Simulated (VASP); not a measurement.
AlAs, 2 atoms in the cell. It takes space group F-43m (No. 216, cubic). The conventional cell has a = 5.661 Å, b = 5.661 Å, c = 5.661 Å, α = 90.00°, β = 90.00°, γ = 90.00°. Al (site symmetry -43m) has 4 As at 2.45 Å within 3.2 Å. Within 3.2 Å of As (site symmetry -43m) lie 4 Al at 2.45 Å. 

```yaml
Program: VASP 6.6.1
Task: single point
Functional: PBEsol
Potentials_or_basis: VASP PAW PBE potentials, release 64 (Al, As)
Cutoff: 500 eV
k_mesh: 6 × 6 × 6
Occupations: gaussian, width 0.01 eV
Spin: no spin polarisation
Dipole_correction: no
Further_INCAR_settings: ALGO = Normal; EDIFF = 1e-06; NBANDS = 11
```

Potentials or basis: VASP PAW PBE potentials, release 64 (Al, As).

The run is started by

```bash
$ cat potpaw_PBE.64/Al/POTCAR potpaw_PBE.64/As/POTCAR > POTCAR
$ mpirun -np 1 vasp_std > vasp.out
```

Hardware: 1 thread of Intel Xeon 8259CL, on a shared host.

Problem. How long does it take, and how much memory?

Solution. Run time: 18 s on 1 thread of Intel Xeon 8259CL, with other jobs on the host, peak memory 0.16 GiB. Counts: scf iterations 12, k points 16.
